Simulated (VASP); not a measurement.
Wanted: the native input for a VASP 6.6.1 run.

- Task: single point
- Functional: LDA
- Potentials or basis: VASP PAW LDA potentials, release 64 (Sn_d)
- Cutoff: 520 eV
- k mesh: 14 × 14 × 14
- Occupations: fermi-dirac, width 0.08 eV
- Spin: no spin polarisation
- Dipole correction: no
- Further INCAR settings: ALGO = Normal; EDIFF = 1e-06; NBANDS = 13

The structure of Sn lies in POSCAR:

```
Sn
1.0
   -1.3655547753      1.3655547753      1.3655547753
    1.3655547753     -1.3655547753      1.3655547753
    1.3655547753      1.3655547753     -1.3655547753
Sn
1
Direct
    0.0000000000      0.0000000000      0.0000000000
```

This cell differs from its parent crystal: volume scaled by 0.4.

The input as run:

INCAR

```
  PREC = Accurate
  ENCUT = 520
  EDIFF = 1E-6
  ISMEAR = -1
  SIGMA = 0.08
  LREAL = False
  LASPH = True
  NELM = 100
  ALGO = Normal
  ISIF = 2
  LWAVE = False
  LCHARG = True
  LELF = True
  LVHAR = True
  NBANDS = 13
```

KPOINTS

```
regular mesh
0
Gamma
  14 14 14
```

Potentials or basis: VASP PAW LDA potentials, release 64 (Sn_d).

Run with:

```bash
$ cat potpaw_LDA.64/Sn_d/POTCAR > POTCAR
$ mpirun -np 1 vasp_std > vasp.out
```

It gave:

```
Pressure               : 506.1 GPa
Band gap on the k mesh : zero (band 7 reaches 38.88 eV, above the bottom of band 8 at 23.19 eV)
```

Caveat: spin-orbit coupling is left out, which moves the levels of the heavy elements.

It took 8.4 s on 1 thread of AMD EPYC 9R45 96-Core Processor (Zen 5), with other jobs on the host, peak memory 0.09 GiB.
